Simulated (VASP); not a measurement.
# Be (P6_3/mmc) in VASP: a series of runs

Be is run at these levels: PBE; tasks: single point, relaxation of shape and atoms at fixed volume.

Program: VASP 6.6.1. These are calculated values, not measurements. Logs are shortened: lines on timing, memory, paths and dates and some standing lists are left out, and cuts for length are marked.

## 1. The cell of the first run

Symmetry: P6_3/mmc, No. 194, hexagonal system. Conventional cell: a = 2.332 Å, b = 2.332 Å, c = 3.659 Å, α = 90.00°, β = 90.00°, γ = 120.00°. Within 3.0 Å of Be (site symmetry -6m2) lie 12 Be at 2.27 to 2.33 Å.

## 2. Single point, PBE (8.61 Å³/atom)

Input file INCAR:

```
PREC     = Accurate       # precision mode
ENCUT    = 520            # plane-wave cutoff, eV
EDIFF    = 1E-7           # SCF threshold, eV
ISMEAR   = 0              # smearing method
SIGMA    = 0.1            # smearing width, eV
LREAL    = F              # projectors in reciprocal space
LASPH    = T              # aspherical terms in the spheres
NELM     = 80             # most SCF steps
ALGO     = Normal         # electronic algorithm
ISIF     = 2              # what is computed and relaxed
LWAVE    = F              # write WAVECAR
LCHARG   = F              # write CHGCAR
GGA      = PE             # functional
NBANDS   = 9              # bands
```

Input file KPOINTS:

```
Automatic mesh
0
Gamma
  21 21 12
```

Input file POSCAR:

```
Be
1.0
    2.3317490556      0.0000000000      0.0000000000
   -1.1658745278      2.0193539174      0.0000000000
    0.0000000000      0.0000000000      3.6591256640
Be
2
Direct
    0.3333333333      0.6666666667      0.2500000000
    0.6666666667      0.3333333333      0.7500000000
```

Potentials or basis: VASP PAW PBE potentials, release 64 (Be).

Command:

```bash
> cat potpaw_PBE.64/Be/POTCAR > POTCAR
> mpirun -np 1 vasp_std > vasp.out
```

OUTCAR:

```text
PREC = Accurate
   ENCUT = 520
   EDIFF = 1E-7
   ISMEAR = 0
   LREAL = F
   LASPH = T
   NELM = 80
   ISIF = 2
   GGA = PE

 ion  position               nearest neighbor table
   1  0.333  0.667  0.250-   2 2.27   2 2.27   2 2.27   2 2.27   2 2.27   2 2.27
   2  0.667  0.333  0.750-   1 2.27   1 2.27   1 2.27   1 2.27   1 2.27   1 2.27

  LATTYP: Found a hexagonal cell.
 ALAT       =     2.3317490556
 C/A-ratio  =     1.5692622048

  Lattice vectors:

 A1 = (   2.3317490556,   0.0000000000,   0.0000000000)
 A2 = (  -1.1658745278,   2.0193539174,   0.0000000000)
 A3 = (   0.0000000000,   0.0000000000,   3.6591256640)

Analysis of symmetry for initial positions (statically):
=====================================================================
 Subroutine PRICEL returns:
 Original cell was already a primitive cell.

 Routine SETGRP: Setting up the symmetry group for a
 hexagonal supercell.

 Subroutine GETGRP returns: Found 24 space group operations
 (whereof 12 operations were pure point group operations)
 out of a pool of 24 trial point group operations.

The static configuration has the point symmetry D_3d.
 The point group associated with its full space group is D_6h.

Analysis of symmetry for dynamics (positions and initial velocities):
=====================================================================
 Subroutine PRICEL returns:
 Original cell was already a primitive cell.

 Routine SETGRP: Setting up the symmetry group for a
 hexagonal supercell.

 Subroutine GETGRP returns: Found 24 space group operations
 (whereof 12 operations were pure point group operations)
 out of a pool of 24 trial point group operations.

The dynamic configuration has the point symmetry D_3d.
 The point group associated with its full space group is D_6h.

 Subroutine INISYM returns: Found 24 space group operations
 (whereof 12 operations are pure point group operations),
 and found     1 'primitive' translations

----------------------------------------------------------------------------------------

                                     Primitive cell

  volume of cell :      17.2295

  direct lattice vectors                    reciprocal lattice vectors
     2.331749056  0.000000000  0.000000000     0.428862616  0.247603947  0.000000000
    -1.165874528  2.019353917  0.000000000     0.000000000  0.495207894  0.000000000
     0.000000000  0.000000000  3.659125664     0.000000000  0.000000000  0.273289330

  length of vectors
     2.331749056  2.331749056  3.659125664     0.495207894  0.495207894  0.273289330

  position of ions in fractional coordinates (direct lattice)
     0.333333333  0.666666667  0.250000000
     0.666666667  0.333333333  0.750000000

  ion indices of the primitive-cell ions
   primitive index   ion index
                 1           1
                 2           2

----------------------------------------------------------------------------------------

 KPOINTS: Automatic mesh

Automatic generation of k-mesh.
 Grid dimensions read from file:
 generate k-points for:   21   21   12

 Generating k-lattice:

  Cartesian coordinates                     Fractional coordinates (reciprocal lattice)
     0.020422029  0.011790664  0.000000000     0.047619048  0.000000000  0.000000000
     0.000000000  0.023581328  0.000000000     0.000000000  0.047619048  0.000000000
     0.000000000  0.000000000  0.022774111     0.000000000  0.000000000  0.083333333

  Length of vectors
     0.023581328  0.023581328  0.022774111

  Shift w.r.t. Gamma in fractional coordinates (k-lattice)
     0.000000000  0.000000000  0.000000000

 Subroutine IBZKPT returns following result:
 ===========================================

 Found    336 irreducible k-points:

 Following reciprocal coordinates:
            Coordinates               Weight
  0.000000  0.000000  0.000000      1.000000
  0.047619 -0.000000  0.000000      6.000000
  0.095238  0.000000  0.000000      6.000000
  0.142857  0.000000  0.000000      6.000000
  0.190476  0.000000  0.000000      6.000000
  0.238095  0.000000  0.000000      6.000000
[... 16 lines left out ...]
  0.142857  0.095238  0.000000     12.000000
  0.190476  0.095238  0.000000     12.000000
 [... further k-points ...]
   k-points           NKPTS =    336   k-points in BZ     NKDIM =    336   number of bands    NBANDS=      9
   number of dos      NEDOS =    301   number of ions     NIONS =      2
   total plane-waves  NPLWV =   9072
   dimension x,y,z NGX =    18 NGY =   18 NGZ =   28
   dimension x,y,z NGXF=    36 NGYF=   36 NGZF=   56
   ions per type =               2
   NGX,Y,Z   is equivalent  to a cutoff of  12.83, 12.83, 12.72 a.u.
   NGXF,Y,Z  is equivalent  to a cutoff of  25.67, 25.67, 25.44 a.u.
 SYSTEM =  unknown system
   PREC   = accura    normal or accurate (medium, high low for compatibility)
   ISTART =      0    job   : 0-new  1-cont  2-samecut
   ICHARG =      2    charge: 1-file 2-atom 10-const
   ISPIN  =      1    spin polarized calculation?
   LNONCOLLINEAR =      F non collinear calculations
   LSORBIT =      F    spin-orbit coupling
   LASPH  =      T    aspherical Exc in radial PAW
   ENCUT  =  520.0 eV  38.22 Ry    6.18 a.u.   4.34  4.34  6.80*2*pi/ulx,y,z
   NELM   =     80;   NELMIN=  2; NELMDL= -5     # of ELM steps
   EDIFF  = 0.1E-06   stopping-criterion for ELM
   LREAL  =      F    real-space projection
   EDIFFG = 0.1E-05   stopping-criterion for IOM
   NSW    =      0    number of steps for IOM
   IBRION =     -1    ionic relax: 0-MD 1-quasi-New 2-CG
   NFREE  =      0    steps in history (QN), initial steepest desc. (CG)
   ISIF   =      2    stress and relaxation
   ISYM   =      2    0-nonsym 1-usesym 2-fastsym
   POTIM  = 0.5000    time-step for ionic-motion
   TEBEG  =    0.0;   TEEND  =   0.0 temperature during run
   PSTRESS=    0.0 pullay stress
   NELECT =       4.0000    total number of electrons
   NUPDOWN=      -1.0000    fix difference up-down
   EMIN   =  10.00;   EMAX   =-10.00  energy-range for DOS
   EFERMI =   0.00;   METHOD = LEGACY
   ISMEAR =     0;   SIGMA  =   0.10  broadening in eV -4-tet -1-fermi 0-gaus
   EFERMI_NEDOS =   21; number of points for ismear=-14 and -15
   IALGO  =     38    algorithm
   IMIX   =      4    mixing-type and parameters
     AMIX     =   0.40;   BMIX     =  1.00
     AMIX_MAG =   1.60;   BMIX_MAG =  1.00
  volume/ion in A,a.u.               =       8.61        58.14
  Fermi-wavevector in a.u.,A,eV,Ry     =   1.006169  1.901384 13.774215  1.012376
  Thomas-Fermi vector in A             =   2.138895
   LORBIT       =      0    0 simple, 1 ext, 2 COOP (PROOUT), +10 PAW based schemes
   GGA     = PE    functional components
   LHFCALC =     F    Hartree Fock is set to
   AEXX    =    0.0000 exact exchange contribution
   IVDW    =     0    specifies the selected vdW correction
   LEPSILON=     F    determine dielectric tensor
   LRPA    =     F    only Hartree local field effects (RPA)
 non-spin polarized calculation
 Gauss-broadening in eV      SIGMA  =   0.10
  energy-cutoff  :      520.00
  volume of cell :       17.23
 maximum number of plane-waves:       494
 NGX is ok and might be reduce to    18
   NGX =  9   NGY =  9   NGZ = 13

 number of electron       4.0000000 magnetization

 Free energy of the ion-electron system (eV)
  ---------------------------------------------------
  ext. energy  EPLUGINS =         0.00000000
  ---------------------------------------------------
  free energy    TOTEN  =        -7.48883668 eV

  energy without entropy =       -7.48714893  energy(sigma->0) =       -7.48799280

 E-fermi :   6.3770     XC(G=0): -10.3268

 val. band max:        6.3756208845   @ k =   0.3333   0.2857   0.0000
 cond. band min:       6.3965433003   @ k =   0.2857   0.2857   0.0000
 fundamental gap:      0.0209224158
 Fermi energy:         6.3769509109

 k-point     1 :       0.0000    0.0000    0.0000
  band No.  band energies     occupation
      1      -4.5399      2.00000
      2       2.2293      2.00000
      3       7.2342      0.00000
      4      21.2250      0.00000
      5      21.2250      0.00000
      6      23.9211      0.00000
      7      23.9211      0.00000
      8      25.9196      0.00000
      9      32.0209      0.00000

 k-point     2 :       0.0476   -0.0000    0.0000
  band No.  band energies     occupation
      1      -4.4769      2.00000
      2       2.3096      2.00000
      3       7.2574      0.00000
      4      20.7105      0.00000
      5      20.8384      0.00000
      6      23.9197      0.00000
      7      24.1277      0.00000
      8      25.8046      0.00000
      9      30.8503      0.00000

 k-point     3 :       0.0952    0.0000    0.0000
  band No.  band energies     occupation
      1      -4.2879      2.00000
      2       2.5503      2.00000
      3       7.3243      0.00000
      4      19.3958      0.00000
      5      20.0014      0.00000
      6      23.8674      0.00000
      7      24.4021      0.00000
      8      25.4201      0.00000
      9      29.1568      0.00000

 k-point     4 :       0.1429    0.0000    0.0000
  band No.  band energies     occupation
      1      -3.9727      2.00000
      2       2.9509      2.00000
      3       7.4239      0.00000
      4      17.6770      0.00000
      5      19.0570      0.00000
      6      23.6855      0.00000
      7      24.4134      0.00000
      8      24.6585      0.00000
      9      27.3788      0.00000
[... 205 lines left out ...]
 k-point    22 :       0.0952    0.0952    0.0000
  band No.  band energies     occupation
      1      -3.7834      2.00000
      2       3.1908      2.00000
      3       7.4835      0.00000
      4      17.3477      0.00000
      5      17.8241      0.00000
      6      23.7275      0.00000
      7      24.0521      0.00000
      8      24.2434      0.00000
      9      28.1278      0.00000

 k-point    23 :       0.1429    0.0952    0.0000
  band No.  band energies     occupation
      1      -3.3417      2.00000
      2       3.7493      2.00000
      3       7.5910      0.00000
      4      15.6618      0.00000
      5      16.8657      0.00000
      6      23.1181      0.00000
      7      23.1925      0.00000
      8      23.5649      0.00000
      9      27.4727      0.00000

 k-point    24 :       0.1905    0.0952    0.0000
  band No.  band energies     occupation
      1      -2.7738      2.00000
      2       4.4643      2.00000
      3       7.6534      0.00000
      4      13.9538      0.00000
      5      16.0434      0.00000
      6      21.6174      0.00000
      7      22.1684      0.00000
      8      23.1177      0.00000
      9      26.8263      0.00000

 [... further k-points ...]
[... 5 lines left out ...]
  --------------------------------------------------------------------------------------
  -------------------------------------------------------------------------------------
  Total       -0.9687059     -0.9687059     -0.9684806      0.0000000      0.0000000      0.0000000
  in kB      -90.0805328    -90.0805328    -90.0595797      0.0000000      0.0000000      0.0000000
  external PRESSURE =     -90.0735485 kB  Pullay stress =       0.0000000 kB

 VOLUME and BASIS-vectors are now :
 -----------------------------------------------------------------------------
  energy-cutoff  :      520.00
  volume of cell :       17.23
      direct lattice vectors                 reciprocal lattice vectors
     2.331749056  0.000000000  0.000000000     0.428862616  0.247603947  0.000000000
    -1.165874528  2.019353917  0.000000000     0.000000000  0.495207894  0.000000000
     0.000000000  0.000000000  3.659125664     0.000000000  0.000000000  0.273289330

 POSITION                                       TOTAL-FORCE (eV/Angst)
 -----------------------------------------------------------------------------------
     -0.00000      1.34624      0.91478         0.000000      0.000000      0.000000
      1.16587      0.67312      2.74434        -0.000000      0.000000      0.000000
 -----------------------------------------------------------------------------------
    total drift:                                0.000000     -0.000000      0.000000

  FREE ENERGIE OF THE ION-ELECTRON SYSTEM (eV)
  ---------------------------------------------------
  free  energy   TOTEN  =        -7.4888366779 eV

  energy  without entropy=       -7.4871489254  energy(sigma->0) =       -7.48799280
```

Wall time 26 s (1 thread of Intel Xeon Platinum 8488C (Sapphire Rapids), shared host); peak memory 0.15 GiB.

What came out:

- Free energy: -7.4888 eV
- Pressure: -9.0 GPa
- Band gap on the k mesh: zero (bands 2 and 3 overlap by 2.01 eV)

Caveat: the cell stands under tension.

## 3. Relaxation of shape and atoms at fixed volume, PBE (7.19 Å³/atom)

This run uses another cell than the first one, of 7.19 Å³/atom.

Input file INCAR:

```
ALGO = Normal
EDIFF = 1E-7
EDIFFG = -0.01
ENCUT = 600
GGA = PE
IBRION = 2
ISIF = 4
ISMEAR = 0
LASPH = T
LCHARG = F
LREAL = F
LWAVE = F
NELM = 60
NSW = 50
PREC = Accurate
SIGMA = 0.1
```

Input file KPOINTS:

```
k-points
0
Gamma
  21 21 12
```

Input file POSCAR:

```
Be
1.0
    2.1904396003      0.0000000000      0.0000000000
   -1.0952198001      1.8969763393      0.0000000000
    0.0000000000      0.0000000000      3.4617306501
Be
2
Direct
    0.3333333333      0.6666666667      0.2500000000
    0.6666666667      0.3333333333      0.7500000000
```

Potentials or basis: VASP PAW PBE potentials, release 64 (Be).

Command:

```bash
> cat potpaw_PBE.64/Be/POTCAR > POTCAR
> mpirun -np 1 vasp_std > vasp.out
```

OUTCAR:

```text
EDIFF = 1E-7
   EDIFFG = -0.01
   ENCUT = 600
   GGA = PE
   IBRION = 2
   ISIF = 4
   ISMEAR = 0
   LASPH = T
   LREAL = F
   NELM = 60
   NSW = 50
   PREC = Accurate

 ion  position               nearest neighbor table
   1  0.333  0.667  0.250-   2 2.14   2 2.14   2 2.14   2 2.14   2 2.14   2 2.14
   2  0.667  0.333  0.750-   1 2.14   1 2.14   1 2.14   1 2.14   1 2.14   1 2.14

  LATTYP: Found a hexagonal cell.
 ALAT       =     2.1904396003
 C/A-ratio  =     1.5803816958

  Lattice vectors:

 A1 = (   2.1904396003,   0.0000000000,   0.0000000000)
 A2 = (  -1.0952198001,   1.8969763393,   0.0000000000)
 A3 = (   0.0000000000,   0.0000000000,   3.4617306501)

Analysis of symmetry for initial positions (statically):
=====================================================================
 Subroutine PRICEL returns:
 Original cell was already a primitive cell.

 Routine SETGRP: Setting up the symmetry group for a
 hexagonal supercell.

 Subroutine GETGRP returns: Found 24 space group operations
 (whereof 12 operations were pure point group operations)
 out of a pool of 24 trial point group operations.

The static configuration has the point symmetry D_3d.
[... 215 lines left out ...]
 fundamental gap:      0.0626727105
 Fermi energy:         7.8751602085

 k-point     1 :       0.0000    0.0000    0.0000
  band No.  band energies     occupation
      1      -4.0497      2.00000
      2       2.9837      2.00000
      3       9.1851      0.00000
      4      25.1669      0.00000
      5      25.1669      0.00000
      6      28.1788      0.00000
[... 199 lines left out ...]
 k-point    24 :       0.1905    0.0952    0.0000
  band No.  band energies     occupation
      1      -2.1507      2.00000
      2       5.5351      2.00000
      3       9.3607      0.00000
      4      16.7528      0.00000
      5      19.2773      0.00000
      6      25.2927      0.00000

 [... further k-points ...]

------------------------ aborting loop because EDIFF is reached ----------------------------------------

  FORCE on cell =-STRESS in cart. coord.  units (eV):
  Direction    XX          YY          ZZ          XY          YZ          ZX
  --------------------------------------------------------------------------------------
  -------------------------------------------------------------------------------------
  Total        1.2398899      1.2398899      1.2424515      0.0000000      0.0000000     -0.0000000
  in kB      138.1043088    138.1043088    138.3896290      0.0000000      0.0000000     -0.0000000
  external PRESSURE =     138.1994155 kB  Pullay stress =       0.0000000 kB

 VOLUME and BASIS-vectors are now :
 -----------------------------------------------------------------------------
  energy-cutoff  :      600.00
  volume of cell :       14.38
      direct lattice vectors                 reciprocal lattice vectors
     2.189329742  0.000000000  0.000000000     0.456760798  0.263710970  0.000000000
    -1.094664871  1.896015174  0.000000000    -0.000000000  0.527421939  0.000000000
     0.000000000 -0.000000000  3.465241316     0.000000000 -0.000000000  0.288580191

 POSITION                                       TOTAL-FORCE (eV/Angst)
 -----------------------------------------------------------------------------------
     -0.00000      1.26401      0.86631         0.000000     -0.000000      0.000000
      1.09466      0.63201      2.59893        -0.000000      0.000000      0.000000
 -----------------------------------------------------------------------------------
    total drift:                                0.000000     -0.000000      0.000000

  FREE ENERGIE OF THE ION-ELECTRON SYSTEM (eV)
  ---------------------------------------------------
  free  energy   TOTEN  =        -7.4722987077 eV

  energy  without entropy=       -7.4709598111  energy(sigma->0) =       -7.47162926

 reached required accuracy - stopping structural energy minimisation
```

CONTCAR:

```text
Be
   1.00000000000000
     2.1893297423945226    0.0000000000017010    0.0000000000000000
    -1.0946648711458133    1.8960151741575253    0.0000000000000000
     0.0000000000000000   -0.0000000000000000    3.4652413163046805
  Be
     2
Direct
     0.3333333332999970    0.6666666667000030    0.2500000000000000
     0.6666666667000030    0.3333333332999970    0.7500000000000000

  0.00000000E+00  0.00000000E+00  0.00000000E+00
  0.00000000E+00  0.00000000E+00  0.00000000E+00
```

Run time: 25 s. Hardware: 1 thread of Intel Xeon Platinum 8488C (Sapphire Rapids), shared host; peak memory 0.14 GiB.

What came out:

- Free energy: -7.4723 eV
- Energy gained by relaxing: 0.0 meV/atom
- Ionic steps: 2
- Pressure after relaxing: 13.8 GPa
- Band gap on the k mesh: zero (bands 2 and 3 overlap by 2.18 eV)

Final structure:
```xyz
2
Lattice="2.1893 0.0000 0.0000 -1.0947 1.8960 0.0000 0.0000 0.0000 3.4652" Properties=species:S:1:pos:R:3 pbc="T T T"
Be    0.0000    1.2640    0.8663
Be    1.0947    0.6320    2.5989
```

Levels at points of the mesh, in eV from the Fermi level:
| k point | band 1 | band 2 | band 3 | band 4 | band 5 | band 6 |
| --- | --- | --- | --- | --- | --- | --- |
| (0.00, 0.00, 0.00) | -11.92 | -4.89 | 1.31 | 17.29 | 17.29 | 20.30 |
| (0.00, 0.00, 0.50) | -9.70 | -9.70 | 11.31 | 11.31 | 19.06 | 19.06 |

The gap in the log of VASP goes by the Fermi energy; the results here count the filled bands.